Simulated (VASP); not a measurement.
Write the native input for VASP 6.6.1 that does the following.

```yaml
Task: single point
Functional: PBE
Potentials_or_basis: VASP PAW PBE potentials, release 64 (Cd)
Cutoff: 520 eV
k_mesh: 14 × 14 × 14
Occupations: gaussian, width 0.05 eV
Spin: no spin polarisation
Dipole_correction: no
Further_INCAR_settings: ALGO = Fast; EDIFF = 1e-07; NBANDS = 12
```

The structure of Cd lies in POSCAR:

```
Cd
1.0
    0.0000000000      2.2181497500      2.2181497500
    2.2181497500      0.0000000000      2.2181497500
    2.2181497500      2.2181497500      0.0000000000
Cd
1
Direct
    0.0000000000      0.0000000000      0.0000000000
```

The input as run:

INCAR

```
PREC = Accurate
ENCUT = 520
EDIFF = 1E-7
ISMEAR = 0
SIGMA = 0.05
LREAL = False
LASPH = True
NELM = 100
ALGO = Fast
ISIF = 2
LWAVE = False
LCHARG = False
GGA = PE
NBANDS = 12
```

KPOINTS

```
regular mesh
0
Gamma
  14 14 14
```

Potentials or basis: VASP PAW PBE potentials, release 64 (Cd).

Command:

```sh
$ cat potpaw_PBE.64/Cd/POTCAR > POTCAR
$ mpirun -np 1 vasp_std > vasp.out
```

It gave:

```yaml
Pressure: 2.4 GPa
Band_gap_on_the_k_mesh: zero (band 6 reaches 4.23 eV, above the bottom of band 7 at 1.52 eV)
```

It took 12 s on 1 thread of Intel(R) Xeon(R) Platinum 8375C CPU @ 2.90GHz (Ice Lake) (shared host), peak memory 0.15 GiB.
